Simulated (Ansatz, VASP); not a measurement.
## Two plane-wave programs on CsI

Contents of INCAR:

```
SYSTEM = CsI
ALGO = Normal ; EDIFF = 1E-7
EDIFFG = -0.01 ; ENCUT = 500
GGA = PE ; GGA_COMPAT = .False.
IBRION = 2 ; ISIF = 3
ISMEAR = 0 ; LASPH = .True.
LCHARG = .False. ; LREAL = .False.
LWAVE = .False. ; NELM = 120
NELMIN = 4 ; NSW = 80
PREC = Accurate ; SIGMA = 0.02
```

Contents of KPOINTS:

```
k-points
0
Gamma
  6 6 6
  0 0 0
```

POSCAR

```
CsI
1.0
    4.5468257108      0.0000000000      0.0000000000
    0.0000000000      4.5468257108      0.0000000000
    0.0000000000      0.0000000000      4.5468257108
Cs I
1 1
Direct
    0.0000000000      0.0000000000      0.0000000000
    0.5000000000      0.5000000000      0.5000000000
```

Input for Ansatz:

```yaml
crystal:
  lattice:
    - [4.5468257108, 0.0, 0.0]
    - [0.0, 4.5468257108, 0.0]
    - [0.0, 0.0, 4.5468257108]
  atoms:
    - { symbol: Cs, position: [0.0, 0.0, 0.0] }
    - { symbol: I, position: [0.5, 0.5, 0.5] }
basis:
  ecutwfc: 420
kpoints:
  mp_grid: { grid: [6, 6, 6] }
hamiltonian:
  xc: pbe
scf:
  occupations: { method: gaussian, width: 0.02 }
output:
  forces: true
  stress: true
  eigenvalues: true
  write_density: true
  write_potential: true
  elf: true
  volumetric_format: npy
relax:
  adjacent_minimum: "off"
  f_tol: 0.01
  max_steps: 60
  cell: { stress_tol: 0.1 }
```

Alike in both runs: task relaxation of cell and atoms; functional PBE; k mesh 6 × 6 × 6; occupations gaussian, width 0.02 eV; no spin polarisation.

|  | VASP | Ansatz |
| --- | --- | --- |
| version | VASP 6.6.1 | Ansatz 0.2.0 |
| potentials or method | VASP PAW PBE potentials, release 64 (Cs_sv, I), cutoff 500 eV | scalar-relativistic, plane waves, PAW |
| valence electrons in the cell | 16 | 26 |

```csv
,VASP,Ansatz,Ansatz less VASP
"gap on the k mesh at the Fermi level, each at its own relaxed structure (eV)",3.67,3.71,+0.041
relaxed volume (Å³/atom),50.95,50.45,-0.505
relaxed length of the cell vector where the two differ most in proportion (Å),4.671,4.655,-0.0155
```

VASP's potentials hold 16 valence electrons a cell and Ansatz's 26, so a difference there can come from the potentials and not from the codes.

Neither program's run includes spin-orbit coupling.
